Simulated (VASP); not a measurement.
Wanted: the native input for a VASP 6.6.1 run.

- Task: relaxation of cell and atoms
- Functional: PBE
- Potentials or basis: VASP PAW PBE potentials, release 64 (Al, B, P)
- Cutoff: 600 eV
- k mesh: 12 × 12 × 12
- Occupations: gaussian, width 0.1 eV
- Spin: no spin polarisation
- Dipole correction: no
- Further INCAR settings: ALGO = Normal; EDIFF = 1e-06; IBRION = 2; EDIFFG = -0.01; NSW = 100; ISIF = 3

The structure of Al2BP3 lies in POSCAR:

```
Al2BP3
1.0
    2.4495637078      1.4142562661      4.0068355061
   -2.4495637078      1.4142562661      4.0068355061
    0.0000000000     -2.8285125321      4.0068355061
Al B P
2 1 3
Direct
    0.1294467157      0.1294467157      0.1294467157
    0.8705532843      0.8705532843      0.8705532843
    0.5000000000      0.5000000000      0.5000000000
    0.0000000000      0.5000000000      0.5000000000
    0.5000000000      0.0000000000      0.5000000000
    0.5000000000      0.5000000000      0.0000000000
```

The cell was generated, and may not be a known phase.

One way to write it, as run:

INCAR

```
SYSTEM = Al2BP3
PREC = Accurate
ENCUT = 600
EDIFF = 1E-6
ISMEAR = 0
SIGMA = 0.1
LREAL = .FALSE.
LASPH = .TRUE.
NELM = 80
ALGO = Normal
ISIF = 3
LWAVE = .FALSE.
LCHARG = .FALSE.
GGA = PE
IBRION = 2
NSW = 100
EDIFFG = -0.01
```

KPOINTS

```
Automatic mesh
0
G
  12 12 12
  0 0 0
```

Potentials or basis: VASP PAW PBE potentials, release 64 (Al, B, P).

Command:

```console
$ cat potpaw_PBE.64/Al/POTCAR potpaw_PBE.64/B/POTCAR potpaw_PBE.64/P/POTCAR > POTCAR
$ mpirun -np 1 vasp_std > vasp.out
```

Results of the run:

```yaml
Relaxed_volume: 15.03 Å³/atom
Relaxed_cell: a = 4.520 Å, b = 4.520 Å, c = 4.520 Å, α = 82.63°, β = 82.63°, γ = 82.63°
Space_group_after_relaxing_to_0.1_Å: R-3m (No. 166)
Energy_gained_by_relaxing: 245.0 meV/atom
Ionic_steps: 23
Pressure_after_relaxing: 0.0 GPa
Band_gap_on_the_k_mesh: zero (bands 12 and 13 overlap by 2.64 eV)
```

Run time: 84 min on 1 thread of Intel Xeon 8259CL, on a shared host, peak memory 0.48 GiB.
